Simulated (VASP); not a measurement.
# I (Pm-3m) in VASP: a series of runs, part 2 of 2

VASP 6.6.1. The steps go on from the part before.

**3. Single point, PBEsol (volume scaled by 0.65)**

INCAR

```
SYSTEM = I
PREC = Accurate
ENCUT = 520
EDIFF = 1E-6
ISMEAR = -1
SIGMA = 0.1
LREAL = .FALSE.
LASPH = .TRUE.
NELM = 60
ALGO = Normal
ISIF = 2
LWAVE = .FALSE.
LCHARG = .FALSE.
GGA = PS
NBANDS = 10
```

KPOINTS

```
Automatic mesh
0
G
  11 11 11
  0 0 0
```

POSCAR

```
I
1.0
    2.9290591827      0.0000000000      0.0000000000
    0.0000000000      2.9290591827      0.0000000000
    0.0000000000      0.0000000000      2.9290591827
I
1
Direct
    0.0000000000      0.0000000000      0.0000000000
```

Potentials or basis: VASP PAW PBE potentials, release 64 (I).

Started as:

```
$ cat potpaw_PBE.64/I/POTCAR > POTCAR
$ mpirun -np 1 vasp_std > vasp.out
```

OUTCAR:

```text
SYSTEM = I
   PREC = Accurate
   ENCUT = 520
   EDIFF = 1E-6
   ISMEAR = -1
   LREAL = .FALSE.
   LASPH = .TRUE.
   NELM = 60
   ISIF = 2
   GGA = PS

 ion  position               nearest neighbor table
   1  0.000  0.000  0.000-

  LATTYP: Found a simple cubic cell.
 ALAT       =     2.9290591827

  Lattice vectors:

 A1 = (   2.9290591827,   0.0000000000,   0.0000000000)
 A2 = (   0.0000000000,   2.9290591827,   0.0000000000)
 A3 = (   0.0000000000,   0.0000000000,   2.9290591827)

Analysis of symmetry for initial positions (statically):
=====================================================================
 Subroutine PRICEL returns:
 Original cell was already a primitive cell.

 Routine SETGRP: Setting up the symmetry group for a
 simple cubic supercell.

 Subroutine GETGRP returns: Found 48 space group operations
[... 9 lines left out ...]

 Routine SETGRP: Setting up the symmetry group for a
 simple cubic supercell.

 Subroutine GETGRP returns: Found 48 space group operations
[... 11 lines left out ...]
                                     Primitive cell

  volume of cell :      25.1295

  direct lattice vectors                    reciprocal lattice vectors
     2.929059183  0.000000000  0.000000000     0.341406553  0.000000000  0.000000000
     0.000000000  2.929059183  0.000000000     0.000000000  0.341406553  0.000000000
     0.000000000  0.000000000  2.929059183     0.000000000  0.000000000  0.341406553

  length of vectors
     2.929059183  2.929059183  2.929059183     0.341406553  0.341406553  0.341406553

  position of ions in fractional coordinates (direct lattice)
     0.000000000  0.000000000  0.000000000

  ion indices of the primitive-cell ions
   primitive index   ion index
                 1           1

----------------------------------------------------------------------------------------

[... 88 lines left out ...]
     AMIX     =   0.40;   BMIX     =  1.00
     AMIX_MAG =   1.60;   BMIX_MAG =  1.00
  volume/ion in A,a.u.               =      25.13       169.58
  Fermi-wavevector in a.u.,A,eV,Ry     =   1.069168  2.020435 15.553100  1.143121
  Thomas-Fermi vector in A             =   2.204839
   LORBIT       =      0    0 simple, 1 ext, 2 COOP (PROOUT), +10 PAW based schemes
   GGA     = PS    functional components
   LHFCALC =     F    Hartree Fock is set to
   AEXX    =    0.0000 exact exchange contribution
   IVDW    =     0    specifies the selected vdW correction
   LEPSILON=     F    determine dielectric tensor
   LRPA    =     F    only Hartree local field effects (RPA)
 non-spin polarized calculation
  energy-cutoff  :      520.00
  volume of cell :       25.13
 maximum number of plane-waves:       695
 NGX is ok and might be reduce to    24
   NGX = 11   NGY = 11   NGZ = 11

 number of electron       7.0000000 magnetization

 Free energy of the ion-electron system (eV)
  ---------------------------------------------------
  ext. energy  EPLUGINS =         0.00000000
  ---------------------------------------------------
  free energy    TOTEN  =        -0.43410390 eV

  energy without entropy =       -0.41192790  energy(sigma->0) =       -0.42301590

 E-fermi :  10.6537     XC(G=0): -10.6178

 val. band max:       10.6497890141   @ k =   0.4545   0.0909   0.0909
 cond. band min:      10.6809378091   @ k =   0.1818   0.0909   0.0000
 fundamental gap:      0.0311487950
 Fermi energy:        10.6537097595

 k-point     1 :       0.0000    0.0000    0.0000
  band No.  band energies     occupation
      1      -7.3029      2.00000
      2      10.1405      1.98826
      3      10.1405      1.98826
      4      10.1405      1.98826
      5      15.3936      0.00000
      6      15.3936      0.00000
      7      16.7399      0.00000
      8      29.1524      0.00000
      9      29.1878      0.00000
     10      29.2526      0.00000
[... 287 lines left out ...]
 k-point    24 :       0.2727    0.0909    0.0909
  band No.  band energies     occupation
      1      -6.0255      2.00000
      2       4.5594      2.00000
      3       9.7784      1.99968
      4       9.9884      1.99742
      5      17.9657      0.00000
      6      18.4150      0.00000
      7      21.1438      0.00000
      8      21.2258      0.00000
      9      24.4162      0.00000
     10      26.0889      0.00000

 [... further k-points ...]

------------------------ aborting loop because EDIFF is reached ----------------------------------------

  FORCE on cell =-STRESS in cart. coord.  units (eV):
  Direction    XX          YY          ZZ          XY          YZ          ZX
  --------------------------------------------------------------------------------------
  -------------------------------------------------------------------------------------
  Total        5.9758619      5.9758619      5.9758619      0.0000000      0.0000000      0.0000000
  in kB      381.0015087    381.0015087    381.0015087      0.0000000      0.0000000      0.0000000
  external PRESSURE =     381.0015087 kB  Pullay stress =       0.0000000 kB

 VOLUME and BASIS-vectors are now :
 -----------------------------------------------------------------------------
  energy-cutoff  :      520.00
  volume of cell :       25.13
      direct lattice vectors                 reciprocal lattice vectors
     2.929059183  0.000000000  0.000000000     0.341406553  0.000000000  0.000000000
     0.000000000  2.929059183  0.000000000     0.000000000  0.341406553  0.000000000
     0.000000000  0.000000000  2.929059183     0.000000000  0.000000000  0.341406553

 POSITION                                       TOTAL-FORCE (eV/Angst)
 -----------------------------------------------------------------------------------
      0.00000      0.00000      0.00000         0.000000      0.000000      0.000000
 -----------------------------------------------------------------------------------
    total drift:                               -0.000000      0.000000      0.000000

  FREE ENERGIE OF THE ION-ELECTRON SYSTEM (eV)
  ---------------------------------------------------
  free  energy   TOTEN  =        -0.4341039014 eV

  energy  without entropy=       -0.4119278966  energy(sigma->0) =       -0.42301590
```

OSZICAR:

```text
N       E                     dE             d eps       ncg     rms          rms(c)
DAV:   1     0.203780987885E+02    0.20378E+02   -0.27204E+03  1120   0.522E+02
DAV:   2     0.172934081945E+00   -0.20205E+02   -0.18498E+02  1472   0.896E+01
DAV:   3    -0.443626873271E+00   -0.61656E+00   -0.61102E+00  1436   0.155E+01
DAV:   4    -0.447668345940E+00   -0.40415E-02   -0.40402E-02  1462   0.149E+00
DAV:   5    -0.447700302988E+00   -0.31957E-04   -0.31957E-04  1424   0.119E-01    0.164E+01
DAV:   6    -0.437443902313E+00    0.10256E-01   -0.81809E-03  1308   0.401E-01    0.971E+00
DAV:   7    -0.434172078546E+00    0.32718E-02   -0.13265E-02  1260   0.516E-01    0.287E-01
DAV:   8    -0.434098424939E+00    0.73654E-04   -0.63055E-04  1298   0.140E-01    0.745E-02
DAV:   9    -0.434103921410E+00   -0.54965E-05   -0.11009E-05  1456   0.235E-02    0.120E-02
DAV:  10    -0.434103901385E+00    0.20025E-07   -0.30790E-06  1336   0.831E-03
   1 F= -.43410390E+00 E0= -.42301590E+00  d E =-.221760E-01
```

stdout:

```text
POSCAR found type information on POSCAR I
 POSCAR found :  1 types and       1 ions
 scaLAPACK will be used
 -----------------------------------------------------------------------------
|                                                                             |
|                                                                             |
|     You enforced a specific xc type in the INCAR file but a different       |
|     I HOPE YOU KNOW WHAT YOU ARE DOING!                                     |
|                                                                             |
 -----------------------------------------------------------------------------

 LDA part: xc-table for (Slater+PW92), standard interpolation
 POSCAR, INCAR and KPOINTS ok, starting setup
 FFT: planning ... GRIDC
 FFT: planning ... GRID_SOFT
 FFT: planning ... GRID
 WAVECAR not read
 entering main loop
```

It took 11 s on 1 thread of Intel Xeon Platinum 8259CL at 2.50GHz (Skylake/Cascade Lake), shared host; peak memory 0.14 GiB.

What came out:

```
Free energy : -0.4341 eV
Pressure    : 38.1 GPa
```

Caveat: the PAW data sets were made with another functional, which shifts forces and pressure a little; spin-orbit coupling is left out, which moves the levels of the heavy elements; an odd number of electrons without spin polarisation forces a metal; a magnetic or distorted state may lie lower.
